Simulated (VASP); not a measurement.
Write the native input for VASP 6.6.1 that does the following.

- Task: relaxation of cell and atoms
- Functional: PBEsol
- Potentials or basis: VASP PAW PBE potentials, release 64 (Zn)
- Cutoff: 600 eV
- k mesh: 18 × 18 × 10
- Occupations: gaussian, width 0.1 eV
- Spin: no spin polarisation
- Dipole correction: no
- Further INCAR settings: ALGO = Fast; EDIFF = 1e-06; IBRION = 2; EDIFFG = -0.005; NSW = 100; ISIF = 3

The structure of Zn lies in POSCAR:

```
Zn
1.0
    2.6143598013      0.0000000000      0.0000000000
   -1.3071799007      2.2641020026      0.0000000000
    0.0000000000      0.0000000000      4.8731610200
Zn
2
Direct
    0.3333333300      0.6666666700      0.2500000000
    0.6666666700      0.3333333300      0.7500000000
```

The input as run:

INCAR

```
SYSTEM = Zn
PREC = Accurate
ENCUT = 600
EDIFF = 1E-6
ISMEAR = 0
SIGMA = 0.1
LREAL = .FALSE.
LASPH = .TRUE.
NELM = 100
ALGO = Fast
ISIF = 3
LWAVE = .FALSE.
LCHARG = .FALSE.
GGA = PS
IBRION = 2
NSW = 100
EDIFFG = -0.005
```

KPOINTS

```
regular mesh
0
G
  18 18 10
  0 0 0
```

Potentials or basis: VASP PAW PBE potentials, release 64 (Zn).

Command:

```console
$ cat potpaw_PBE.64/Zn/POTCAR > POTCAR
$ mpirun -np 1 vasp_std > vasp.out
```

It gave:

- Relaxed volume: 14.34 Å³/atom
- Relaxed cell: a = 2.594 Å, b = 2.594 Å, c = 4.922 Å, α = 90.00°, β = 90.00°, γ = 120.00°
- Space group after relaxing (to 0.1 Å): P6_3/mmc (No. 194)
- Energy gained by relaxing: 1.4 meV/atom
- Ionic steps: 13
- Pressure after relaxing: 0.0 GPa
- Band gap on the k mesh: zero (bands 12 and 13 overlap by 4.99 eV)

Caveat: the PAW data sets were made with another functional, which shifts forces and pressure a little.

Wall time 5.4 min on 1 thread of Intel(R) Xeon(R) Platinum 8488C (Sapphire Rapids), with other jobs on the host, peak memory 0.25 GiB.
